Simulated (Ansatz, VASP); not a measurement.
# Pt in VASP and in Ansatz

File INCAR:

```
ALGO = Fast
EDIFF = 1E-6
ENCUT = 520
GGA = PE
ISIF = 2
ISMEAR = 0
LASPH = T
LCHARG = F
LREAL = F
LWAVE = F
NBANDS = 11
NELM = 60
PREC = Accurate
SIGMA = 0.15
```

Contents of KPOINTS:

```
k-points
0
Gamma
  20 20 20
```

POSCAR

```
Pt
1.0
   -0.0097895000      1.9579000000      1.9579000000
    1.9579000000     -0.0097895000      1.9579000000
    1.9481105000      1.9481105000      0.0000000000
Pt
1
Direct
    0.0000000000      0.0000000000      0.0000000000
```

Input for Ansatz:

```yaml
crystal:
  lattice:
    - [-0.0097895, 1.9579, 1.9579]
    - [1.9579, -0.0097895, 1.9579]
    - [1.9481105, 1.9481105, 0.0]
  atoms:
    - { symbol: Pt, position: [0.0, 0.0, 0.0] }
basis:
  ecutwfc: 420
kpoints:
  mp_grid: { grid: [20, 20, 20] }
hamiltonian:
  xc: pbe
scf:
  occupations: { method: gaussian, width: 0.15 }
output:
  forces: true
  stress: true
  eigenvalues: true
```

Change from the starting cell: strain -0.0100 x Voigt [0, 0, 0, 0, 0, 1], atoms carried along.

Alike in both runs: task single point; functional PBE; k mesh 20 × 20 × 20; occupations gaussian, width 0.15 eV; no spin polarisation.

|  | VASP | Ansatz |
| --- | --- | --- |
| version | VASP 6.6.1 | Ansatz 0.2.0 |
| potentials or method | VASP PAW PBE potentials, release 64 (Pt), cutoff 520 eV | scalar-relativistic, plane waves, PAW |
| valence electrons in the cell | 10 | 18 |

Ansatz gave:

* gap on the k mesh at the Fermi level (eV): none
* pressure (GPa): 11.6
* traceless stress, the component that is largest in VASP (GPa): 0.86

Problem. Estimate VASP's values.

Solution. gap on the k mesh at the Fermi level (eV): none; pressure (GPa): 11.0; traceless stress, the component that is largest in VASP (GPa): 0.87.

A gap of «none» marks a metal or a gap that the smearing closes. VASP's potentials hold 10 valence electrons a cell and Ansatz's 18, so a difference there can come from the potentials and not from the codes.

Spin-orbit coupling is off throughout.
